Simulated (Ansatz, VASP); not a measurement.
BN in VASP and in Ansatz

The input INCAR:

```
SYSTEM = BN
PREC = Accurate ; ENCUT = 600
EDIFF = 1E-7 ; ISMEAR = 0
SIGMA = 0.02 ; LREAL = .FALSE.
LASPH = .TRUE. ; NELM = 120
ALGO = Normal ; ISIF = 3
LWAVE = .FALSE. ; LCHARG = .FALSE.
GGA = CA ; IBRION = 2
NSW = 100 ; EDIFFG = -0.002
GGA_COMPAT = .FALSE. ; NELMIN = 4
```

File KPOINTS:

```
regular mesh
0
G
  12 12 12
  0 0 0
```

The input POSCAR:

```
BN
1.0
    0.0000000000      1.7905522030      1.7905522030
    1.7905522030      0.0000000000      1.7905522030
    1.7905522030      1.7905522030      0.0000000000
B N
1 1
Direct
    0.0000000000      0.0000000000      0.0000000000
    0.2500000000      0.2500000000      0.2500000000
```

Input for Ansatz:

```yaml
crystal:
  lattice:
    - [0.0, 1.790552203, 1.790552203]
    - [1.790552203, 0.0, 1.790552203]
    - [1.790552203, 1.790552203, 0.0]
  atoms:
    - { symbol: B, position: [0.0, 0.0, 0.0] }
    - { symbol: "N", position: [0.25, 0.25, 0.25] }
basis:
  ecutwfc: 420
kpoints:
  mp_grid: { grid: [12, 12, 12] }
hamiltonian:
  xc: lda
scf:
  occupations: { method: gaussian, width: 0.02 }
output:
  forces: true
  stress: true
  eigenvalues: true
  write_density: true
  write_potential: true
  elf: true
  volumetric_format: npy
relax:
  adjacent_minimum: "off"
  f_tol: 0.002
  max_steps: 80
  cell: { stress_tol: 0.02 }
```

Alike in both runs: task relaxation of cell and atoms; functional LDA; k mesh 12 × 12 × 12; occupations gaussian, width 0.02 eV; no spin polarisation.

|  | VASP | Ansatz |
| --- | --- | --- |
| version | VASP 6.6.1 | Ansatz 0.2.0 |
| potentials or method | VASP PAW LDA potentials, release 64 (B, N), cutoff 600 eV | scalar-relativistic, plane waves, PAW |
| valence electrons in the cell | 8 | 8 |

```tsv
	VASP	Ansatz	Ansatz less VASP
gap on the k mesh at the Fermi level, each at its own relaxed structure (eV)	4.38	4.39	+0.016
relaxed volume (Å³/atom)	5.75	5.74	-0.010
relaxed cell length with the largest relative difference (Å)	2.533	2.532	-0.0015
```

LDA's correlation is that of Perdew and Zunger in VASP and of Perdew and Wang (1992) in Ansatz.
